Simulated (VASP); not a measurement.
# Se (Im-3m) in VASP: notebook

Se is run at these levels: LDA; tasks: single point.

All numbers are computed with VASP 6.6.1; they aren't measurements. Logs are shortened: lines on timing, memory, paths and dates and some standing lists are left out, and cuts for length are marked.

**1. The cell of the first run**

It takes space group Im-3m (No. 229, cubic). The conventional cell has a = 3.104 Å, b = 3.104 Å, c = 3.104 Å, α = 90.00°, β = 90.00°, γ = 90.00°. Within 3.5 Å of Se (site symmetry m-3m) lie 14 Se at 2.69 to 3.10 Å.

**2. Single point, LDA**

Input file INCAR:

```
SYSTEM = Se
PREC = Accurate
ENCUT = 520
EDIFF = 1E-6
ISMEAR = -1
SIGMA = 0.1
LREAL = .False.
LASPH = .True.
NELM = 60
ALGO = Normal
ISIF = 2
LWAVE = .False.
LCHARG = .False.
NBANDS = 9
```

Input file KPOINTS:

```
Automatic mesh
0
Gamma
  17 17 17
  0 0 0
```

Input file POSCAR:

```
Se
1.0
   -1.5519377837      1.5519377837      1.5519377837
    1.5519377837     -1.5519377837      1.5519377837
    1.5519377837      1.5519377837     -1.5519377837
Se
1
Direct
    0.0000000000      0.0000000000      0.0000000000
```

Potentials or basis: VASP PAW LDA potentials, release 64 (Se).

The run is started by

```sh
> cat potpaw_LDA.64/Se/POTCAR > POTCAR
> mpirun -np 1 vasp_std > vasp.out
```

OUTCAR:

```text
SYSTEM = Se
   PREC = Accurate
   ENCUT = 520
   EDIFF = 1E-6
   ISMEAR = -1
   LREAL = .False.
   LASPH = .True.
   NELM = 60
   ISIF = 2

 ion  position               nearest neighbor table
   1  0.000  0.000  0.000-

  LATTYP: Found a body centered cubic cell.
 ALAT       =     3.1038755674

  Lattice vectors:

 A1 = (  -1.5519377837,   1.5519377837,   1.5519377837)
 A2 = (   1.5519377837,  -1.5519377837,   1.5519377837)
 A3 = (   1.5519377837,   1.5519377837,  -1.5519377837)

Analysis of symmetry for initial positions (statically):
=====================================================================
 Subroutine PRICEL returns:
 Original cell was already a primitive cell.

 Routine SETGRP: Setting up the symmetry group for a
 body centered cubic supercell.

 Subroutine GETGRP returns: Found 48 space group operations
 (whereof 48 operations were pure point group operations)
 out of a pool of 48 trial point group operations.

The static configuration has the point symmetry O_h .

Analysis of symmetry for dynamics (positions and initial velocities):
=====================================================================
 Subroutine PRICEL returns:
 Original cell was already a primitive cell.

 Routine SETGRP: Setting up the symmetry group for a
 body centered cubic supercell.

 Subroutine GETGRP returns: Found 48 space group operations
 (whereof 48 operations were pure point group operations)
 out of a pool of 48 trial point group operations.

The dynamic configuration has the point symmetry O_h .

 Subroutine INISYM returns: Found 48 space group operations
 (whereof 48 operations are pure point group operations),
 and found     1 'primitive' translations

----------------------------------------------------------------------------------------

                                     Primitive cell

  volume of cell :      14.9514

  direct lattice vectors                    reciprocal lattice vectors
    -1.551937784  1.551937784  1.551937784     0.000000000  0.322177864  0.322177864
     1.551937784 -1.551937784  1.551937784     0.322177864  0.000000000  0.322177864
     1.551937784  1.551937784 -1.551937784     0.322177864  0.322177864  0.000000000

  length of vectors
     2.688035092  2.688035092  2.688035092     0.455628305  0.455628305  0.455628305

  position of ions in fractional coordinates (direct lattice)
     0.000000000  0.000000000  0.000000000

  ion indices of the primitive-cell ions
   primitive index   ion index
                 1           1

----------------------------------------------------------------------------------------

 KPOINTS: Automatic mesh

Automatic generation of k-mesh.
 Grid dimensions read from file:
 generate k-points for:   17   17   17

 Generating k-lattice:

  Cartesian coordinates                     Fractional coordinates (reciprocal lattice)
     0.000000000  0.018951639  0.018951639     0.058823529  0.000000000  0.000000000
     0.018951639  0.000000000  0.018951639     0.000000000  0.058823529  0.000000000
     0.018951639  0.018951639  0.000000000     0.000000000  0.000000000  0.058823529

  Length of vectors
     0.026801665  0.026801665  0.026801665

  Shift w.r.t. Gamma in fractional coordinates (k-lattice)
     0.000000000  0.000000000  0.000000000

 Subroutine IBZKPT returns following result:
 ===========================================

 Found    165 irreducible k-points:

 Following reciprocal coordinates:
            Coordinates               Weight
  0.000000  0.000000  0.000000      1.000000
  0.058824  0.000000  0.000000     12.000000
  0.117647  0.000000  0.000000     12.000000
  0.176471  0.000000  0.000000     12.000000
  0.235294  0.000000  0.000000     12.000000
  0.294118  0.000000  0.000000     12.000000
[... 16 lines left out ...]
  0.411765  0.117647  0.000000     48.000000
  0.176471  0.176471  0.000000     24.000000
 [... further k-points ...]
   k-points           NKPTS =    165   k-points in BZ     NKDIM =    165   number of bands    NBANDS=      9
   number of dos      NEDOS =    301   number of ions     NIONS =      1
   total plane-waves  NPLWV =   8000
   dimension x,y,z NGX =    20 NGY =   20 NGZ =   20
   dimension x,y,z NGXF=    40 NGYF=   40 NGZF=   40
   ions per type =               1
   NGX,Y,Z   is equivalent  to a cutoff of  12.37, 12.37, 12.37 a.u.
   NGXF,Y,Z  is equivalent  to a cutoff of  24.74, 24.74, 24.74 a.u.
 SYSTEM =  Se
   PREC   = accura    normal or accurate (medium, high low for compatibility)
   ISTART =      0    job   : 0-new  1-cont  2-samecut
   ICHARG =      2    charge: 1-file 2-atom 10-const
   ISPIN  =      1    spin polarized calculation?
   LNONCOLLINEAR =      F non collinear calculations
   LSORBIT =      F    spin-orbit coupling
   LASPH  =      T    aspherical Exc in radial PAW
   ENCUT  =  520.0 eV  38.22 Ry    6.18 a.u.   5.00  5.00  5.00*2*pi/ulx,y,z
   NELM   =     60;   NELMIN=  2; NELMDL= -5     # of ELM steps
   EDIFF  = 0.1E-05   stopping-criterion for ELM
   LREAL  =      F    real-space projection
   EDIFFG = 0.1E-04   stopping-criterion for IOM
   NSW    =      0    number of steps for IOM
   IBRION =     -1    ionic relax: 0-MD 1-quasi-New 2-CG
   NFREE  =      0    steps in history (QN), initial steepest desc. (CG)
   ISIF   =      2    stress and relaxation
   ISYM   =      2    0-nonsym 1-usesym 2-fastsym
   POTIM  = 0.5000    time-step for ionic-motion
   TEBEG  =    0.0;   TEEND  =   0.0 temperature during run
   PSTRESS=    0.0 pullay stress
   NELECT =       6.0000    total number of electrons
   NUPDOWN=      -1.0000    fix difference up-down
   EMIN   =  10.00;   EMAX   =-10.00  energy-range for DOS
   EFERMI =   0.00;   METHOD = LEGACY
   ISMEAR =    -1;   SIGMA  =   0.10  broadening in eV -4-tet -1-fermi 0-gaus
   EFERMI_NEDOS =   21; number of points for ismear=-14 and -15
   IALGO  =     38    algorithm
   IMIX   =      4    mixing-type and parameters
     AMIX     =   0.40;   BMIX     =  1.00
     AMIX_MAG =   1.60;   BMIX_MAG =  1.00
  volume/ion in A,a.u.               =      14.95       100.90
  Fermi-wavevector in a.u.,A,eV,Ry     =   1.207529  2.281899 19.839016  1.458127
  Thomas-Fermi vector in A             =   2.343164
   LORBIT       =      0    0 simple, 1 ext, 2 COOP (PROOUT), +10 PAW based schemes
   GGA     = CA    functional components
   LHFCALC =     F    Hartree Fock is set to
   AEXX    =    0.0000 exact exchange contribution
   IVDW    =     0    specifies the selected vdW correction
   LEPSILON=     F    determine dielectric tensor
   LRPA    =     F    only Hartree local field effects (RPA)
 non-spin polarized calculation
  energy-cutoff  :      520.00
  volume of cell :       14.95
 maximum number of plane-waves:       420
   NGX =  9   NGY =  9   NGZ =  9

 number of electron       5.9999999 magnetization

 Free energy of the ion-electron system (eV)
  ---------------------------------------------------
  ext. energy  EPLUGINS =         0.00000000
  ---------------------------------------------------
  free energy    TOTEN  =        -3.35829344 eV

  energy without entropy =       -3.34190872  energy(sigma->0) =       -3.35010108

 E-fermi :  10.0694     XC(G=0): -12.1746

 val. band max:       10.0501376655   @ k =   0.2353   0.2353   0.0588
 cond. band min:      10.0875300040   @ k =   0.1765   0.1176   0.0588
 fundamental gap:      0.0373923385
 Fermi energy:        10.0693948570

 k-point     1 :       0.0000    0.0000    0.0000
  band No.  band energies     occupation
      1      -9.4145      2.00000
      2      14.8447      0.00000
      3      14.8447      0.00000
      4      14.8447      0.00000
      5      23.2433      0.00000
      6      23.2433      0.00000
      7      23.2433      0.00000
      8      26.1246      0.00000
      9      26.6548      0.00000

 k-point     2 :       0.0588    0.0000    0.0000
  band No.  band energies     occupation
      1      -9.3134      2.00000
      2      14.1724      0.00000
      3      14.5567      0.00000
      4      14.7855      0.00000
      5      22.7749      0.00000
      6      23.0001      0.00000
      7      23.7196      0.00000
      8      25.5741      0.00000
      9      26.1441      0.00000

 k-point     3 :       0.1176    0.0000    0.0000
  band No.  band energies     occupation
      1      -9.0108      2.00000
      2      12.5043      0.00000
      3      13.8519      0.00000
      4      14.6142      0.00000
      5      21.8118      0.00000
      6      21.9466      0.00000
      7      24.9895      0.00000
      8      25.3427      0.00000
      9      25.6010      0.00000

 k-point     4 :       0.1765    0.0000    0.0000
  band No.  band energies     occupation
      1      -8.5096      2.00000
      2      10.3730      0.09165
      3      12.9951      0.00000
      4      14.3517      0.00000
      5      20.6672      0.00000
      6      20.8017      0.00000
      7      25.4110      0.00000
      8      25.7336      0.00000
      9      26.7872      0.00000
[... 205 lines left out ...]
 k-point    22 :       0.3529    0.1176   -0.0000
  band No.  band energies     occupation
      1      -4.5693      2.00000
      2       2.2083      2.00000
      3       8.7605      2.00000
      4      12.1465      0.00000
      5      18.5043      0.00000
      6      20.7293      0.00000
      7      26.1581      0.00000
      8      30.3980      0.00000
      9      32.1196      0.00000

 k-point    23 :       0.4118    0.1176    0.0000
  band No.  band energies     occupation
      1      -3.7157      2.00000
      2       1.0064      2.00000
      3       8.5347      2.00000
      4      12.0113      0.00000
      5      18.3161      0.00000
      6      20.6488      0.00000
      7      27.2418      0.00000
      8      29.0291      0.00000
      9      33.2502      0.00000

 k-point    24 :       0.1765    0.1765    0.0000
  band No.  band energies     occupation
      1      -6.7483      2.00000
      2       6.5343      2.00000
      3       9.3342      1.99872
      4      12.6668      0.00000
      5      19.8946      0.00000
      6      21.3668      0.00000
      7      25.5349      0.00000
      8      26.9897      0.00000
      9      30.6760      0.00000

 [... further k-points ...]
[... 5 lines left out ...]
  --------------------------------------------------------------------------------------
  -------------------------------------------------------------------------------------
  Total        3.4154483      3.4154483      3.4154483      0.0000000      0.0000000      0.0000000
  in kB      365.9951936    365.9951936    365.9951936      0.0000000      0.0000000      0.0000000
  external PRESSURE =     365.9951936 kB  Pullay stress =       0.0000000 kB

 VOLUME and BASIS-vectors are now :
 -----------------------------------------------------------------------------
  energy-cutoff  :      520.00
  volume of cell :       14.95
      direct lattice vectors                 reciprocal lattice vectors
    -1.551937784  1.551937784  1.551937784     0.000000000  0.322177864  0.322177864
     1.551937784 -1.551937784  1.551937784     0.322177864  0.000000000  0.322177864
     1.551937784  1.551937784 -1.551937784     0.322177864  0.322177864  0.000000000

 POSITION                                       TOTAL-FORCE (eV/Angst)
 -----------------------------------------------------------------------------------
      0.00000      0.00000      0.00000         0.000000      0.000000      0.000000
 -----------------------------------------------------------------------------------
    total drift:                                0.000000      0.000000     -0.000000

  FREE ENERGIE OF THE ION-ELECTRON SYSTEM (eV)
  ---------------------------------------------------
  free  energy   TOTEN  =        -3.3582934353 eV

  energy  without entropy=       -3.3419087167  energy(sigma->0) =       -3.35010108
```

Run time: 13 s. Hardware: 1 thread of Intel Xeon Platinum 8375C at 2.90GHz (Ice Lake), shared host; peak memory 0.13 GiB.

Results:

* Free energy: -3.3583 eV
* Pressure: 36.6 GPa
* Band gap on the k mesh: zero (band 3 reaches 14.84 eV, above the bottom of band 4 at 4.79 eV)

Levels at points of the mesh, in eV from the Fermi level:
| k point | band 1 | band 2 | band 3 | band 4 | band 5 | band 6 | band 7 |
| --- | --- | --- | --- | --- | --- | --- | --- |
| (0.00, 0.00, 0.00) | -19.48 | 4.78 | 4.78 | 4.78 | 13.17 | 13.17 | 13.17 |

**3. Single point, LDA**

Input file INCAR:

```
PREC = Accurate
ENCUT = 520
EDIFF = 1E-7
ISMEAR = -1
SIGMA = 0.1
LREAL = F
LASPH = T
NELM = 100
ALGO = Normal
ISIF = 2
LWAVE = F
LCHARG = F
NBANDS = 9
```

Input file KPOINTS:

```
regular mesh
0
Gamma
  17 17 17
```

POSCAR is that of step 2.

Potentials or basis: VASP PAW LDA potentials, release 64 (Se).

The run is started by

```sh
> cat potpaw_LDA.64/Se/POTCAR > POTCAR
> mpirun -np 1 vasp_std > vasp.out
```

Wall time 15 s (1 thread of Intel Xeon Platinum 8375C at 2.90GHz (Ice Lake), shared host); peak memory 0.13 GiB.

It converged, with:

| Item | Value |
| --- | --- |
| Free energy | -3.3583 eV |
| Pressure | 36.6 GPa |
| Band gap on the k mesh | zero (band 3 reaches 14.84 eV, above the bottom of band 4 at 4.79 eV) |

Levels at points of the mesh, in eV from the Fermi level:
| k point | band 1 | band 2 | band 3 | band 4 | band 5 | band 6 | band 7 | band 8 |
| --- | --- | --- | --- | --- | --- | --- | --- | --- |
| (0.00, 0.00, 0.00) | -19.48 | 4.78 | 4.78 | 4.78 | 13.17 | 13.17 | 13.17 | 16.06 |
